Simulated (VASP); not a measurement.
**Au: single point with r2SCAN50**

The system is Au.

```xyz
1
Lattice="0.0000 1.9935 1.9935 1.9935 0.0000 1.9935 1.9935 1.9935 0.0000" Properties=species:S:1:pos:R:3 pbc="T T T"
Au    0.0000    0.0000    0.0000
```

```json
{"Program": "VASP 6.6.1", "Task": "single point", "Functional": "r2SCAN50", "Potentials or basis": "VASP PAW PBE potentials, release 64 (Au_sv_GW)", "Cutoff": "440 eV", "k mesh": "6 × 6 × 6", "Occupations": "fermi-dirac, width 0.05 eV", "Spin": "no spin polarisation"}
```

```yaml
Pressure: 13.9 GPa
Band_gap_on_the_k_mesh: zero (an odd number of electrons rules out a gap without spin polarisation)
```

Levels at points of the mesh, in eV from the Fermi level:
```csv
k point,band 8,band 9,band 10,band 11,band 12,band 13
"(0.00, 0.00, 0.00)",-7.92,-6.03,-6.03,17.77,22.62,22.62
"(0.50, 0.00, 0.00)",-4.25,-4.25,-1.48,6.01,17.19,21.73
"(0.50, 0.50, 0.00)",-3.71,-3.71,2.62,9.75,13.61,13.61
```

Run time: 8.4 min on 1 thread of Intel(R) Xeon(R) 6975P-C (Granite Rapids), on a shared host, peak memory 0.14 GiB.

Caveat: the k points lie up to 0.45 Å⁻¹ apart, too coarse for converged energies and pressures of a metal; the PAW data sets were made with another functional, which shifts forces and pressure a little; spin-orbit coupling is left out, which moves the levels of the heavy elements.
